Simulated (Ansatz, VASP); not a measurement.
Two plane-wave programs on Ga2Te2Pd

```
Ga Te Pd
1.0
     4.42427    0.00000    0.00000
    -2.21214    3.83153    0.00000
     0.00000    0.00000   15.73015
Ga Te Pd
4 4 2
Direct
  0.00000 0.00000 0.32997
  0.00000 0.00000 0.17003
  0.00000 0.00000 0.82997
  0.00000 0.00000 0.67003
  0.33333 0.66667 0.09553
  0.33333 0.66667 0.40447
  0.66667 0.33333 0.59553
  0.66667 0.33333 0.90447
  0.00000 0.00000 0.50000
  0.00000 0.00000 0.00000
```

Alike in both runs: task single point; functional r2SCAN; k mesh 12 × 12 × 2; occupations gaussian, width 0.1 eV; no spin polarisation.

|  | VASP | Ansatz |
| --- | --- | --- |
| version | VASP 6.6.1 | Ansatz 0.2.0 |
| potentials or method | VASP PAW PBE potentials, release 64 (Ga_d, Te, Pd), cutoff 520 eV | scalar-relativistic, plane waves, PAW |
| valence electrons in the cell | 96 | 152 |

|  | VASP | Ansatz | Ansatz less VASP |
| --- | --- | --- | --- |
| gap on the k mesh at the Fermi level (eV) | none | none | - |
| pressure (GPa) | -1.6 | -1.7 | -0.08 |
| traceless stress, the component that is largest in VASP (GPa) | -0.26 | -0.26 | +0.002 |
| rms of the force components (eV/Å) | 0.061 | 0.067 | +0.0060 |

VASP's potentials were made for PBE, not for r2SCAN. Atom by atom the forces differ by 0.006 eV/Å (rms over components). A gap of «none» marks a metal or a gap that the smearing closes. With one functional, cell and mesh, what is left measures potentials, basis and numerics. VASP's potentials hold 96 valence electrons a cell and Ansatz's 152, so a difference there can come from the potentials and not from the codes.

Neither program's run includes spin-orbit coupling.
